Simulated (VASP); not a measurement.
# Sn (P6/mmm) in VASP: a series of runs

The runs below take Sn through single point, with PBE.

All numbers are computed with VASP 6.6.1; they aren't measurements. Logs are shortened: lines on timing, memory, paths and dates and some standing lists are left out, and cuts for length are marked.

### Step 1. The cell of the first run

Symmetry: P6/mmm, No. 191, hexagonal system. Conventional cell: a = 3.099 Å, b = 3.099 Å, c = 2.911 Å, α = 90.00°, β = 90.00°, γ = 120.00°. Sn (site symmetry 6/mmm) has 8 Sn at 2.91 to 3.10 Å within 3.8 Å.

### Step 2. Single point, PBE (volume scaled by 0.85)

File INCAR:

```
  PREC = Accurate
  ENCUT = 520
  EDIFF = 1E-6
  ISMEAR = -1
  SIGMA = 0.05
  LREAL = False
  LASPH = True
  NELM = 60
  ALGO = Normal
  ISIF = 2
  LWAVE = False
  LCHARG = False
  GGA = PE
  NBANDS = 13
```

File KPOINTS:

```
Automatic mesh
0
Gamma
  13 13 12
```

File POSCAR:

```
Sn
1.0
    3.0993430062      0.0000000000      0.0000000000
   -1.5496715031      2.6841097784      0.0000000000
    0.0000000000      0.0000000000      2.9112770231
Sn
1
Direct
    0.0000000000      0.0000000000      0.0000000000
```

Potentials or basis: VASP PAW PBE potentials, release 64 (Sn_d).

The run is started by

```sh
$ cat potpaw_PBE.64/Sn_d/POTCAR > POTCAR
$ mpirun -np 1 vasp_std > vasp.out
```

OUTCAR:

```text
PREC = Accurate
   ENCUT = 520
   EDIFF = 1E-6
   ISMEAR = -1
   LREAL = False
   LASPH = True
   NELM = 60
   ISIF = 2
   GGA = PE

 ion  position               nearest neighbor table
   1  0.000  0.000  0.000-

  LATTYP: Found a hexagonal cell.
 ALAT       =     3.0993430062
 C/A-ratio  =     0.9393206939

  Lattice vectors:

 A1 = (   3.0993430062,   0.0000000000,   0.0000000000)
 A2 = (  -1.5496715031,   2.6841097784,   0.0000000000)
 A3 = (   0.0000000000,   0.0000000000,   2.9112770231)

Analysis of symmetry for initial positions (statically):
=====================================================================
 Subroutine PRICEL returns:
 Original cell was already a primitive cell.

 Routine SETGRP: Setting up the symmetry group for a
 hexagonal supercell.

 Subroutine GETGRP returns: Found 24 space group operations
 (whereof 24 operations were pure point group operations)
 out of a pool of 24 trial point group operations.

The static configuration has the point symmetry D_6h.

Analysis of symmetry for dynamics (positions and initial velocities):
=====================================================================
 Subroutine PRICEL returns:
 Original cell was already a primitive cell.

 Routine SETGRP: Setting up the symmetry group for a
 hexagonal supercell.

 Subroutine GETGRP returns: Found 24 space group operations
 (whereof 24 operations were pure point group operations)
 out of a pool of 24 trial point group operations.

The dynamic configuration has the point symmetry D_6h.

 Subroutine INISYM returns: Found 24 space group operations
 (whereof 24 operations are pure point group operations),
 and found     1 'primitive' translations

----------------------------------------------------------------------------------------

                                     Primitive cell

  volume of cell :      24.2188

  direct lattice vectors                    reciprocal lattice vectors
     3.099343006  0.000000000  0.000000000     0.322649025  0.186281502  0.000000000
    -1.549671503  2.684109778  0.000000000     0.000000000  0.372563003  0.000000000
     0.000000000  0.000000000  2.911277023     0.000000000  0.000000000  0.343491874

  length of vectors
     3.099343006  3.099343006  2.911277023     0.372563003  0.372563003  0.343491874

  position of ions in fractional coordinates (direct lattice)
     0.000000000  0.000000000  0.000000000

  ion indices of the primitive-cell ions
[... 75 lines left out ...]
   LREAL  =      F    real-space projection
   EDIFFG = 0.1E-04   stopping-criterion for IOM
   NSW    =      0    number of steps for IOM
   IBRION =     -1    ionic relax: 0-MD 1-quasi-New 2-CG
   NFREE  =      0    steps in history (QN), initial steepest desc. (CG)
   ISIF   =      2    stress and relaxation
   ISYM   =      2    0-nonsym 1-usesym 2-fastsym
   POTIM  = 0.5000    time-step for ionic-motion
   TEBEG  =    0.0;   TEEND  =   0.0 temperature during run
   PSTRESS=    0.0 pullay stress
   NELECT =      14.0000    total number of electrons
   NUPDOWN=      -1.0000    fix difference up-down
   EMIN   =  10.00;   EMAX   =-10.00  energy-range for DOS
   EFERMI =   0.00;   METHOD = LEGACY
   ISMEAR =    -1;   SIGMA  =   0.05  broadening in eV -4-tet -1-fermi 0-gaus
   EFERMI_NEDOS =   21; number of points for ismear=-14 and -15
   IALGO  =     38    algorithm
   IMIX   =      4    mixing-type and parameters
     AMIX     =   0.40;   BMIX     =  1.00
     AMIX_MAG =   1.60;   BMIX_MAG =  1.00
  volume/ion in A,a.u.               =      24.22       163.44
  Fermi-wavevector in a.u.,A,eV,Ry     =   1.363745  2.577104 25.304104  1.859799
  Thomas-Fermi vector in A             =   2.490121
   LORBIT       =      0    0 simple, 1 ext, 2 COOP (PROOUT), +10 PAW based schemes
   GGA     = PE    functional components
   LHFCALC =     F    Hartree Fock is set to
   AEXX    =    0.0000 exact exchange contribution
   IVDW    =     0    specifies the selected vdW correction
   LEPSILON=     F    determine dielectric tensor
   LRPA    =     F    only Hartree local field effects (RPA)
 non-spin polarized calculation
  energy-cutoff  :      520.00
  volume of cell :       24.22
 maximum number of plane-waves:       664
 NGX is ok and might be reduce to    24
   NGX = 11   NGY = 11   NGZ = 11

 number of electron      14.0000000 magnetization

 Free energy of the ion-electron system (eV)
  ---------------------------------------------------
  ext. energy  EPLUGINS =         0.00000000
  ---------------------------------------------------
  free energy    TOTEN  =        -3.68420508 eV

  energy without entropy =       -3.68013247  energy(sigma->0) =       -3.68216877

 E-fermi :   9.5154     XC(G=0): -10.8575

 val. band max:        9.4585050185   @ k =   0.3077   0.2308   0.2500
 cond. band min:       9.5299588109   @ k =   0.3077   0.2308   0.4167
 fundamental gap:      0.0714537924
 Fermi energy:         9.5154233230

 k-point     1 :       0.0000    0.0000    0.0000
  band No.  band energies     occupation
      1     -12.4160      2.00000
      2     -12.1559      2.00000
      3     -12.1559      2.00000
      4     -11.8590      2.00000
      5     -11.8590      2.00000
      6      -2.5677      2.00000
      7      15.3094      0.00000
      8      17.3732      0.00000
      9      17.3732      0.00000
     10      18.8677      0.00000
     11      20.5228      0.00000
     12      22.1192      0.00000
     13      22.1192      0.00000
[... 354 lines left out ...]
  band No.  band energies     occupation
      1     -12.3543      2.00000
      2     -12.1643      2.00000
      3     -12.0912      2.00000
      4     -11.8981      2.00000
      5     -11.8765      2.00000
      6      -1.9176      2.00000
      7      13.5366      0.00000
      8      14.3918      0.00000
      9      16.0322      0.00000
     10      18.7938      0.00000
     11      21.1731      0.00000
     12      24.4046      0.00000
     13      24.8540      0.00000

 [... further k-points ...]
[... 5 lines left out ...]
  --------------------------------------------------------------------------------------
  -------------------------------------------------------------------------------------
  Total        1.6525981      1.6525981      1.6437737      0.0000000      0.0000000      0.0000000
  in kB      109.3262337    109.3262337    108.7424594      0.0000000      0.0000000      0.0000000
  external PRESSURE =     109.1316423 kB  Pullay stress =       0.0000000 kB

 VOLUME and BASIS-vectors are now :
 -----------------------------------------------------------------------------
  energy-cutoff  :      520.00
  volume of cell :       24.22
      direct lattice vectors                 reciprocal lattice vectors
     3.099343006  0.000000000  0.000000000     0.322649025  0.186281502  0.000000000
    -1.549671503  2.684109778  0.000000000     0.000000000  0.372563003  0.000000000
     0.000000000  0.000000000  2.911277023     0.000000000  0.000000000  0.343491874

 POSITION                                       TOTAL-FORCE (eV/Angst)
 -----------------------------------------------------------------------------------
      0.00000      0.00000      0.00000         0.000000      0.000000      0.000000
 -----------------------------------------------------------------------------------
    total drift:                                0.000000     -0.000000     -0.000000

  FREE ENERGIE OF THE ION-ELECTRON SYSTEM (eV)
  ---------------------------------------------------
  free  energy   TOTEN  =        -3.6842050773 eV

  energy  without entropy=       -3.6801324717  energy(sigma->0) =       -3.68216877
```

OSZICAR:

```text
N       E                     dE             d eps       ncg     rms          rms(c)
DAV:   1     0.810888205996E+02    0.81089E+02   -0.72031E+03  3947   0.169E+03
DAV:   2     0.176959981264E+01   -0.79319E+02   -0.76700E+02  4047   0.343E+02
DAV:   3    -0.359255650239E+01   -0.53622E+01   -0.53440E+01  4495   0.725E+01
DAV:   4    -0.369767051811E+01   -0.10511E+00   -0.10509E+00  4522   0.108E+01
DAV:   5    -0.370106913502E+01   -0.33986E-02   -0.33986E-02  4822   0.193E+00    0.200E+00
DAV:   6    -0.368871538649E+01    0.12354E-01   -0.11717E-02  4786   0.209E+00    0.113E+00
DAV:   7    -0.368433714708E+01    0.43782E-02   -0.87532E-03  4964   0.177E+00    0.125E-01
DAV:   8    -0.368421132357E+01    0.12582E-03   -0.10607E-03  4717   0.553E-01    0.268E-02
DAV:   9    -0.368420549752E+01    0.58261E-05   -0.32263E-05  5206   0.845E-02    0.144E-02
DAV:  10    -0.368420507731E+01    0.42021E-06   -0.21758E-06  4377   0.154E-02
   1 F= -.36842051E+01 E0= -.36821688E+01  d E =-.407261E-02
```

stdout:

```text
POSCAR found type information on POSCAR Sn
 POSCAR found :  1 types and       1 ions
 scaLAPACK will be used
 LDA part: xc-table for (Slater+PW92), standard interpolation
 POSCAR, INCAR and KPOINTS ok, starting setup
 FFT: planning ... GRIDC
 FFT: planning ... GRID_SOFT
 FFT: planning ... GRID
 WAVECAR not read
 entering main loop
```

Run time: 44 s. Hardware: 1 thread of AMD EPYC 7R43 (Zen 3), shared host; peak memory 0.13 GiB.

What came out:

| Quantity | Value |
| --- | --- |
| Free energy | -3.6842 eV |
| Pressure | 10.9 GPa |
| Band gap on the k mesh | zero (band 7 reaches 15.46 eV, above the bottom of band 8 at 6.86 eV) |

Caveat: the cell differs from its parent crystal (volume scaled by 0.85); spin-orbit coupling is left out, which moves the levels of the heavy elements.

### Step 3. Single point, PBE (volume scaled by 0.95)

File INCAR:

```
SYSTEM = Sn
PREC = Accurate
ENCUT = 520
EDIFF = 1E-7
ISMEAR = -1
SIGMA = 0.05
LREAL = .FALSE.
LASPH = .TRUE.
NELM = 100
ALGO = Normal
ISIF = 2
LWAVE = .FALSE.
LCHARG = .FALSE.
GGA = PE
NBANDS = 13
```

File KPOINTS:

```
regular mesh
0
G
  13 13 12
  0 0 0
```

File POSCAR:

```
Sn
1.0
    3.2132300259      0.0000000000      0.0000000000
   -1.6066150129      2.7827388306      0.0000000000
    0.0000000000      0.0000000000      3.0272191657
Sn
1
Direct
    0.0000000000      0.0000000000      0.0000000000
```

Potentials or basis: VASP PAW PBE potentials, release 64 (Sn_d).

The run is started by

```sh
$ cat potpaw_PBE.64/Sn_d/POTCAR > POTCAR
$ mpirun -np 1 vasp_std > vasp.out
```

Run time: 49 s. Hardware: 1 thread of AMD EPYC 7R43 (Zen 3), shared host; peak memory 0.13 GiB.

It converged, with:

- Free energy: -3.7992 eV
- Pressure: 2.6 GPa
- Band gap on the k mesh: zero (band 7 reaches 13.51 eV, above the bottom of band 8 at 5.80 eV)

Levels at points of the mesh, in eV from the Fermi level:
```
           k point  band 4  band 5  band 6  band 7  band 8  band 9  band 10  band 11
(0.00, 0.00, 0.00)  -21.31  -21.31  -11.19    5.33    7.13    7.13     8.79    10.95
(0.00, 0.00, 0.50)  -21.42  -21.36   -8.02   -4.94   10.02   10.02    12.69    13.16
```

Caveat: the cell differs from its parent crystal (volume scaled by 0.95); spin-orbit coupling is left out, which moves the levels of the heavy elements.

### Step 4. Single point, PBE (volume scaled by 0.95)

File INCAR:

```
PREC = Accurate ; ENCUT = 520
EDIFF = 1E-6 ; ISMEAR = -1
SIGMA = 0.05 ; LREAL = False
LASPH = True ; NELM = 80
ALGO = Normal ; ISIF = 2
LWAVE = False ; LCHARG = True
GGA = PE ; LELF = True
LVHAR = True ; NBANDS = 13
```

File KPOINTS:

```
Automatic mesh
0
Gamma
  13 13 12
```

POSCAR is that of step 3.

The run is started by

```sh
$ cat potpaw_PBE.64/Sn_d/POTCAR > POTCAR
$ mpirun -np 1 vasp_std > vasp.out
```

Run time: 44 s. Hardware: 1 thread of AMD EPYC 7R43 (Zen 3), shared host; peak memory 0.13 GiB.

Results (log left out):

* Free energy: -3.7992 eV
* Pressure: 2.6 GPa
* Band gap on the k mesh: zero (band 7 reaches 13.51 eV, above the bottom of band 8 at 5.80 eV)

Levels at points of the mesh, in eV from the Fermi level:
```
           k point  band 5  band 6  band 7  band 8  band 9  band 10
(0.00, 0.00, 0.00)  -21.31  -11.19    5.33    7.13    7.13     8.79
(0.00, 0.00, 0.50)  -21.36   -8.02   -4.94   10.02   10.02    12.69
```

Caveat: the cell differs from its parent crystal (volume scaled by 0.95); spin-orbit coupling is left out, which moves the levels of the heavy elements.

### Step 5. Single point, PBE

This run uses another cell than the first one, of 28.49 Å³/atom, 1.176 times its volume.

File INCAR:

```
SYSTEM = Sn
PREC     = Accurate       ! precision mode
ENCUT    = 520            ! plane-wave cutoff, eV
EDIFF    = 1E-6           ! SCF threshold, eV
ISMEAR   = -1             ! smearing method
SIGMA    = 0.05           ! smearing width, eV
LREAL    = .FALSE.        ! projectors in reciprocal space
LASPH    = .TRUE.         ! aspherical terms in the spheres
NELM     = 100            ! most SCF steps
ALGO     = Normal         ! electronic algorithm
ISIF     = 2              ! what is computed and relaxed
LWAVE    = .FALSE.        ! write WAVECAR
LCHARG   = .TRUE.         ! write CHGCAR
GGA      = PE             ! functional
LELF     = .TRUE.         ! ELF
LVHAR    = .TRUE.       
NBANDS   = 13             ! bands
```

File KPOINTS:

```
Automatic mesh
0
G
  13 13 12
  0 0 0
```

File POSCAR:

```
Sn
1.0
    3.2675336323      0.0000000000      0.0000000000
   -1.6337668161      2.8297671333      0.0000000000
    0.0000000000      0.0000000000      3.0815112622
Sn
1
Direct
    0.0000000000      0.0000000000      0.0000000000
```

The run is started by

```sh
$ cat potpaw_PBE.64/Sn_d/POTCAR > POTCAR
$ mpirun -np 1 vasp_std > vasp.out
```

Run time: 42 s. Hardware: 1 thread of AMD EPYC 7R43 (Zen 3), shared host; peak memory 0.14 GiB.

It converged, with:

```
Free energy            : -3.8107 eV
Pressure               : -0.1 GPa
Band gap on the k mesh : zero (band 7 reaches 12.67 eV, above the bottom of band 8 at 5.35 eV)
```

Levels at points of the mesh, in eV from the Fermi level:
```csv
k point,band 3,band 4,band 5,band 6,band 7,band 8,band 9,band 10,band 11,band 12
"(0.00, 0.00, 0.00)",-21.48,-21.29,-21.29,-10.80,5.13,6.81,6.81,8.56,10.91,11.72
"(0.00, 0.00, 0.50)",-21.38,-21.38,-21.33,-7.86,-4.64,9.44,9.44,12.46,13.06,14.58
```

Caveat: spin-orbit coupling is left out, which moves the levels of the heavy elements.

### Step 6. Summary

```tsv
cell	gap on the mesh (eV)	pressure (GPa)
a = 3.099, b = 3.099, c = 2.911 Å, angles 90.0, 90.0, 120.0°, 1 atom	none	10.9
a = 3.213, b = 3.213, c = 3.027 Å, angles 90.0, 90.0, 120.0°, 1 atom	none	2.6
a = 3.268, b = 3.268, c = 3.082 Å, angles 90.0, 90.0, 120.0°, 1 atom	none	-0.1
```

Alike in all rows: task single point; level PBE; potentials or basis VASP PAW PBE potentials, release 64 (Sn_d); no spin polarisation; k mesh 13 × 13 × 12; cutoff (eV) 520; smearing fermi-dirac 0.05 eV.

Caveats: spin-orbit coupling is left out, which moves the levels of the heavy elements.

Total energies depend on the potentials used, so only differences within one code and one set of settings carry meaning.
